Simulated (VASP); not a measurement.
# Ca (Fm-3m) in VASP: further runs

Ca is run at these levels: PBE; tasks: single point, relaxation of cell and atoms.

Everything below comes from runs of VASP 6.6.1. Logs are shortened: lines on timing, memory, paths and dates and some standing lists are left out, and cuts for length are marked.

## Step 1: The cell of the first run

The structure is cubic, space group Fm-3m (No. 225). The conventional cell has a = 5.522 Å, b = 5.522 Å, c = 5.522 Å, α = 90.00°, β = 90.00°, γ = 90.00°. Within 5.1 Å of Ca (site symmetry m-3m) lie 12 Ca at 3.90 Å.

## Step 2: Single point, PBE

The input, INCAR:

```
PREC = Accurate ; ENCUT = 520
EDIFF = 1E-6 ; ISMEAR = -1
SIGMA = 0.1 ; LREAL = F
LASPH = T ; NELM = 60
ALGO = Normal ; ISIF = 2
LWAVE = F ; LCHARG = F
GGA = PE ; NBANDS = 11
```

The input, KPOINTS:

```
Automatic mesh
0
Gamma
  6 6 6
```

The input, POSCAR:

```
Ca
1.0
    0.0000000000      2.7610900865      2.7610900865
    2.7610900865      0.0000000000      2.7610900865
    2.7610900865      2.7610900865      0.0000000000
Ca
1
Direct
    0.0000000000      0.0000000000      0.0000000000
```

Potentials or basis: VASP PAW PBE potentials, release 64 (Ca_sv).

On the command line:

```bash
$ cat potpaw_PBE.64/Ca_sv/POTCAR > POTCAR
$ mpirun -np 1 vasp_std > vasp.out
```

OUTCAR:

```text
PREC = Accurate
   ENCUT = 520
   EDIFF = 1E-6
   ISMEAR = -1
   LREAL = F
   LASPH = T
   NELM = 60
   ISIF = 2
   GGA = PE

 ion  position               nearest neighbor table
   1  0.000  0.000  0.000-

  LATTYP: Found a face centered cubic cell.
 ALAT       =     5.5221801730

  Lattice vectors:

 A1 = (   0.0000000000,   2.7610900865,   2.7610900865)
 A2 = (   2.7610900865,   0.0000000000,   2.7610900865)
 A3 = (   2.7610900865,   2.7610900865,   0.0000000000)

Analysis of symmetry for initial positions (statically):
=====================================================================
 Subroutine PRICEL returns:
 Original cell was already a primitive cell.

 Routine SETGRP: Setting up the symmetry group for a
 face centered cubic supercell.

 Subroutine GETGRP returns: Found 48 space group operations
 (whereof 48 operations were pure point group operations)
 out of a pool of 48 trial point group operations.

The static configuration has the point symmetry O_h .

Analysis of symmetry for dynamics (positions and initial velocities):
=====================================================================
 Subroutine PRICEL returns:
 Original cell was already a primitive cell.

 Routine SETGRP: Setting up the symmetry group for a
 face centered cubic supercell.

 Subroutine GETGRP returns: Found 48 space group operations
 (whereof 48 operations were pure point group operations)
 out of a pool of 48 trial point group operations.

The dynamic configuration has the point symmetry O_h .

 Subroutine INISYM returns: Found 48 space group operations
 (whereof 48 operations are pure point group operations),
 and found     1 'primitive' translations

----------------------------------------------------------------------------------------

                                     Primitive cell

  volume of cell :      42.0990

  direct lattice vectors                    reciprocal lattice vectors
     0.000000000  2.761090086  2.761090086    -0.181087898  0.181087898  0.181087898
     2.761090086  0.000000000  2.761090086     0.181087898 -0.181087898  0.181087898
     2.761090086  2.761090086  0.000000000     0.181087898  0.181087898 -0.181087898

  length of vectors
     3.904771047  3.904771047  3.904771047     0.313653440  0.313653440  0.313653440

  position of ions in fractional coordinates (direct lattice)
     0.000000000  0.000000000  0.000000000

  ion indices of the primitive-cell ions
   primitive index   ion index
                 1           1

[... 69 lines left out ...]
   ISYM   =      2    0-nonsym 1-usesym 2-fastsym
   POTIM  = 0.5000    time-step for ionic-motion
   TEBEG  =    0.0;   TEEND  =   0.0 temperature during run
   PSTRESS=    0.0 pullay stress
   NELECT =      10.0000    total number of electrons
   NUPDOWN=      -1.0000    fix difference up-down
   EMIN   =  10.00;   EMAX   =-10.00  energy-range for DOS
   EFERMI =   0.00;   METHOD = LEGACY
   ISMEAR =    -1;   SIGMA  =   0.10  broadening in eV -4-tet -1-fermi 0-gaus
   EFERMI_NEDOS =   21; number of points for ismear=-14 and -15
   IALGO  =     38    algorithm
   IMIX   =      4    mixing-type and parameters
     AMIX     =   0.40;   BMIX     =  1.00
     AMIX_MAG =   1.60;   BMIX_MAG =  1.00
  volume/ion in A,a.u.               =      42.10       284.10
  Fermi-wavevector in a.u.,A,eV,Ry     =   1.013875  1.915945 13.985997  1.027942
  Thomas-Fermi vector in A             =   2.147069
   LORBIT       =      0    0 simple, 1 ext, 2 COOP (PROOUT), +10 PAW based schemes
   GGA     = PE    functional components
   LHFCALC =     F    Hartree Fock is set to
   AEXX    =    0.0000 exact exchange contribution
   IVDW    =     0    specifies the selected vdW correction
   LEPSILON=     F    determine dielectric tensor
   LRPA    =     F    only Hartree local field effects (RPA)
 non-spin polarized calculation
  energy-cutoff  :      520.00
  volume of cell :       42.10
 maximum number of plane-waves:      1158
 NGX is ok and might be reduce to    30
   NGX = 15   NGY = 15   NGZ = 15

 number of electron      10.0000001 magnetization

 Free energy of the ion-electron system (eV)
  ---------------------------------------------------
  ext. energy  EPLUGINS =         0.00000000
  ---------------------------------------------------
  free energy    TOTEN  =        -1.93799089 eV

  energy without entropy =       -1.88281335  energy(sigma->0) =       -1.91040212

 E-fermi :   2.0031     XC(G=0):  -7.7410

 val. band max:        1.9803241171   @ k =  -0.3333   0.3333   0.1667
 cond. band min:       2.0810782485   @ k =  -0.3333   0.3333   0.1667
 fundamental gap:      0.1007541315
 Fermi energy:         2.0031054127

 k-point     1 :       0.0000    0.0000    0.0000
  band No.  band energies     occupation
      1     -40.0226      2.00000
      2     -20.9408      2.00000
      3     -20.9408      2.00000
      4     -20.9408      2.00000
      5      -2.0583      2.00000
      6       4.3203      0.00000
      7       4.3203      0.00000
      8       4.3203      0.00000
      9       5.3960      0.00000
     10       5.3960      0.00000
     11      11.0978      0.00000
[... 197 lines left out ...]
 k-point    16 :      -0.3333    0.5000    0.1667
  band No.  band energies     occupation
      1     -40.0043      2.00000
      2     -21.0524      2.00000
      3     -21.0121      2.00000
      4     -20.9929      2.00000
      5       1.9592      1.21605
      6       2.5962      0.00530
      7       2.7825      0.00082
      8       4.9576      0.00000
      9       6.2693      0.00000
     10       6.7555      0.00000
     11       7.2901      0.00000

------------------------ aborting loop because EDIFF is reached ----------------------------------------

  FORCE on cell =-STRESS in cart. coord.  units (eV):
  Direction    XX          YY          ZZ          XY          YZ          ZX
  --------------------------------------------------------------------------------------
  -------------------------------------------------------------------------------------
  Total        0.0096929      0.0096929      0.0096929     -0.0000000     -0.0000000     -0.0000000
  in kB        0.3688869      0.3688869      0.3688869     -0.0000000     -0.0000000     -0.0000000
  external PRESSURE =       0.3688869 kB  Pullay stress =       0.0000000 kB

 VOLUME and BASIS-vectors are now :
 -----------------------------------------------------------------------------
  energy-cutoff  :      520.00
  volume of cell :       42.10
      direct lattice vectors                 reciprocal lattice vectors
     0.000000000  2.761090086  2.761090086    -0.181087898  0.181087898  0.181087898
     2.761090086  0.000000000  2.761090086     0.181087898 -0.181087898  0.181087898
     2.761090086  2.761090086  0.000000000     0.181087898  0.181087898 -0.181087898

 POSITION                                       TOTAL-FORCE (eV/Angst)
 -----------------------------------------------------------------------------------
      0.00000      0.00000      0.00000         0.000000      0.000000      0.000000
 -----------------------------------------------------------------------------------
    total drift:                               -0.000000     -0.000000      0.000000

  FREE ENERGIE OF THE ION-ELECTRON SYSTEM (eV)
  ---------------------------------------------------
  free  energy   TOTEN  =        -1.9379908864 eV

  energy  without entropy=       -1.8828133526  energy(sigma->0) =       -1.91040212
```

stdout:

```text
POSCAR found type information on POSCAR Ca
 POSCAR found :  1 types and       1 ions
 scaLAPACK will be used
 LDA part: xc-table for (Slater+PW92), standard interpolation
 POSCAR, INCAR and KPOINTS ok, starting setup
 FFT: planning ... GRIDC
 FFT: planning ... GRID_SOFT
 FFT: planning ... GRID
 WAVECAR not read
 entering main loop
```

Run time: 3.6 s. Hardware: 1 thread of Intel Xeon 6975P-C (Granite Rapids), shared host; peak memory 0.16 GiB.

Results:

```yaml
Free_energy: -1.9380 eV
Pressure: 0.0 GPa
Band_gap_on_the_k_mesh: zero (band 5 reaches 1.98 eV, above the bottom of band 6 at 1.81 eV)
```

## Step 3: Relaxation of cell and atoms, PBE

This run uses another cell than the first one, of 27.86 Å³/atom, 0.662 times its volume.

The input, INCAR:

```
SYSTEM = Ca
PREC     = Accurate       ! precision mode
ENCUT    = 600            ! plane-wave cutoff, eV
EDIFF    = 1E-6           ! SCF threshold, eV
ISMEAR   = -1             ! smearing method
SIGMA    = 0.1            ! smearing width, eV
LREAL    = .FALSE.        ! projectors in reciprocal space
LASPH    = .TRUE.         ! aspherical terms in the spheres
NELM     = 100            ! most SCF steps
ALGO     = Normal         ! electronic algorithm
ISIF     = 3              ! what is computed and relaxed
LWAVE    = .FALSE.        ! write WAVECAR
LCHARG   = .FALSE.        ! write CHGCAR
GGA      = PE             ! functional
IBRION   = 2              ! ionic algorithm
NSW      = 60             ! ionic steps
EDIFFG   = -0.01          ! ionic threshold
```

The input, KPOINTS:

```
regular mesh
0
G
  6 6 6
  0 0 0
```

The input, POSCAR:

```
Ca
1.0
    0.0000000000      2.4061280000      2.4061280000
    2.4061280000      0.0000000000      2.4061280000
    2.4061280000      2.4061280000      0.0000000000
Ca
1
Direct
    0.0000000000      0.0000000000      0.0000000000
```

Potentials or basis: VASP PAW PBE potentials, release 64 (Ca_sv).

On the command line:

```bash
$ cat potpaw_PBE.64/Ca_sv/POTCAR > POTCAR
$ mpirun -np 1 vasp_std > vasp.out
```

OUTCAR:

```text
SYSTEM = Ca
   PREC = Accurate
   ENCUT = 600
   EDIFF = 1E-6
   ISMEAR = -1
   LREAL = .FALSE.
   LASPH = .TRUE.
   NELM = 100
   ISIF = 3
   GGA = PE
   IBRION = 2
   NSW = 60
   EDIFFG = -0.01

 ion  position               nearest neighbor table
   1  0.000  0.000  0.000-

  LATTYP: Found a face centered cubic cell.
 ALAT       =     4.8122560000

  Lattice vectors:

 A1 = (   0.0000000000,   2.4061280000,   2.4061280000)
 A2 = (   2.4061280000,   0.0000000000,   2.4061280000)
 A3 = (   2.4061280000,   2.4061280000,   0.0000000000)

Analysis of symmetry for initial positions (statically):
=====================================================================
 Subroutine PRICEL returns:
 Original cell was already a primitive cell.

 Routine SETGRP: Setting up the symmetry group for a
 face centered cubic supercell.

 Subroutine GETGRP returns: Found 48 space group operations
 (whereof 48 operations were pure point group operations)
 out of a pool of 48 trial point group operations.

The static configuration has the point symmetry O_h .

Analysis of symmetry for dynamics (positions and initial velocities):
=====================================================================
 Subroutine PRICEL returns:
 Original cell was already a primitive cell.

 Routine SETGRP: Setting up the symmetry group for a
 face centered cubic supercell.
[... 143 lines left out ...]

 E-fermi :   4.0098     XC(G=0):  -9.1401

 val. band max:        3.9136398209   @ k =  -0.3333   0.3333   0.1667
 cond. band min:       4.0895150244   @ k =   0.5000   0.5000   0.0000
 fundamental gap:      0.1758752035
 Fermi energy:         4.0098166705

 k-point     1 :       0.0000    0.0000    0.0000
  band No.  band energies     occupation
      1     -37.2470      2.00000
      2     -18.0042      2.00000
      3     -18.0042      2.00000
      4     -18.0042      2.00000
      5      -0.7505      2.00000
      6       6.7505      0.00000
      7       6.7505      0.00000
      8       6.7505      0.00000
      9       8.4604      0.00000
[... 276 lines left out ...]
  FREE ENERGIE OF THE ION-ELECTRON SYSTEM (eV)
  ---------------------------------------------------
  free  energy   TOTEN  =        -1.9294045491 eV

  energy  without entropy=       -1.8730511736  energy(sigma->0) =       -1.90122786

[... ionic steps 4 to 18 ...]

--------------------------------------- Ionic step       19  -------------------------------------------

 number of electron       9.9999999 magnetization

------------------------ aborting loop because EDIFF is reached ----------------------------------------
[... 65 lines left out ...]
--------------------------------------- Ionic step       21  -------------------------------------------

 number of electron       9.9999999 magnetization

 Free energy of the ion-electron system (eV)
  ---------------------------------------------------
  ext. energy  EPLUGINS =         0.00000000
  ---------------------------------------------------
  free energy    TOTEN  =        -1.93544925 eV

  energy without entropy =       -1.88020783  energy(sigma->0) =       -1.90782854

 E-fermi :   1.9925     XC(G=0):  -7.7326

 val. band max:        1.9699113590   @ k =  -0.3333   0.3333   0.1667
 cond. band min:       2.0697809552   @ k =  -0.3333   0.3333   0.1667
 fundamental gap:      0.0998695963
 Fermi energy:         1.9924962039

 k-point     1 :       0.0000    0.0000    0.0000
  band No.  band energies     occupation
      1     -40.0391      2.00000
      2     -20.9575      2.00000
      3     -20.9575      2.00000
      4     -20.9575      2.00000
      5      -2.0641      2.00000
      6       4.3064      0.00000
      7       4.3064      0.00000
      8       4.3064      0.00000
      9       5.3787      0.00000
[... 206 lines left out ...]
  FREE ENERGIE OF THE ION-ELECTRON SYSTEM (eV)
  ---------------------------------------------------
  free  energy   TOTEN  =        -1.9354492546 eV

  energy  without entropy=       -1.8802078332  energy(sigma->0) =       -1.90782854

 reached required accuracy - stopping structural energy minimisation
```

OSZICAR:

```text
N       E                     dE             d eps       ncg     rms          rms(c)
DAV:   1     0.644822132119E+02    0.64482E+02   -0.61103E+03   288   0.120E+03
DAV:   2     0.126518855745E+00   -0.64356E+02   -0.63679E+02   296   0.239E+02
DAV:   3    -0.142407056716E+01   -0.15506E+01   -0.15343E+01   411   0.377E+01
[... 120 lines left out ...]
DAV:   2    -0.193550179369E+01    0.21554E-03   -0.71693E-04   321   0.334E-01    0.521E-02
DAV:   3    -0.193544723997E+01    0.54554E-04   -0.44849E-04   380   0.190E-01    0.185E-02
DAV:   4    -0.193544770203E+01   -0.46205E-06   -0.29566E-05   324   0.657E-02    0.867E-03
DAV:   5    -0.193544998395E+01   -0.22819E-05   -0.10931E-05   403   0.182E-02    0.300E-03
DAV:   6    -0.193544925462E+01    0.72933E-06   -0.26522E-07   144   0.487E-03
  21 F= -.19354493E+01 E0= -.19078285E+01  d E =-.350083E-04
```

Run time: 24 s. Hardware: 1 thread of Intel Xeon 6975P-C (Granite Rapids), shared host; peak memory 0.16 GiB.

What came out:

* Free energy: -1.9354 eV
* Relaxed volume: 42.21 Å³/atom
* Relaxed cell: a = 3.908 Å, b = 3.908 Å, c = 3.908 Å, α = 60.00°, β = 60.00°, γ = 60.00°
* Space group after relaxing (to 0.05 Å): Fm-3m (No. 225)
* Energy gained by relaxing: 466.2 meV/atom
* Ionic steps: 21
* Pressure after relaxing: 0.0 GPa
* Band gap on the k mesh: zero (band 5 reaches 1.97 eV, above the bottom of band 6 at 1.80 eV)

The path:
```tsv
step	energy change (eV)	largest force (eV/Å)	pressure (GPa)	volume (Å³)
1	0.0000	0.0000	13.84	27.86
2	-0.4486	0.0000	1.72	38.73
3	-0.4601	0.0000	-0.82	44.48
4	-0.4661	0.0000	-0.07	42.38
5	-0.4661	0.0000	0.06	42.05
6	-0.4661	0.0000	0.07	42.05
7	-0.4661	0.0000	0.08	42.05
8	-0.4661	0.0000	0.07	42.05
9	-0.4661	0.0000	0.07	42.05
10	-0.4661	0.0000	0.07	42.05
11	-0.4661	0.0000	0.07	42.05
12	-0.4661	0.0000	0.07	42.05
13	-0.4661	0.0000	0.07	42.05
14	-0.4661	0.0000	0.07	42.05
15	-0.4661	0.0000	0.07	42.05
16	-0.4661	0.0000	0.08	42.06
17	-0.4662	0.0000	0.09	42.06
18	-0.4662	0.0000	0.05	42.07
19	-0.4662	0.0000	0.06	42.09
20	-0.4662	0.0000	0.04	42.13
21	-0.4662	0.0000	0.00	42.21
```

Final structure:
```yaml
crystal:
  lattice:
    - [0.00000, 2.76356, 2.76356]
    - [2.76356, 0.00000, 2.76356]
    - [2.76356, 2.76356, 0.00000]
  atoms:
    - { symbol: Ca, position: [0.00000, 0.00000, 0.00000] }
```

Levels at points of the mesh, in eV from the Fermi level:
| k point | band 2 | band 3 | band 4 | band 5 | band 6 | band 7 | band 8 | band 9 |
| --- | --- | --- | --- | --- | --- | --- | --- | --- |
| (0.00, 0.00, 0.00) | -22.95 | -22.95 | -22.95 | -4.06 | 2.31 | 2.31 | 2.31 | 3.39 |
| (0.50, 0.00, 0.00) | -23.09 | -22.97 | -22.97 | -1.02 | -0.19 | 2.20 | 2.20 | 4.07 |
| (0.50, 0.50, 0.00) | -23.08 | -23.00 | -23.00 | -0.48 | 0.55 | 0.94 | 4.07 | 4.26 |

Caveat: the k points lie up to 0.33 Å⁻¹ apart in the final cell; the volume moved by over 15 % at a fixed basis, so the end points are rough.
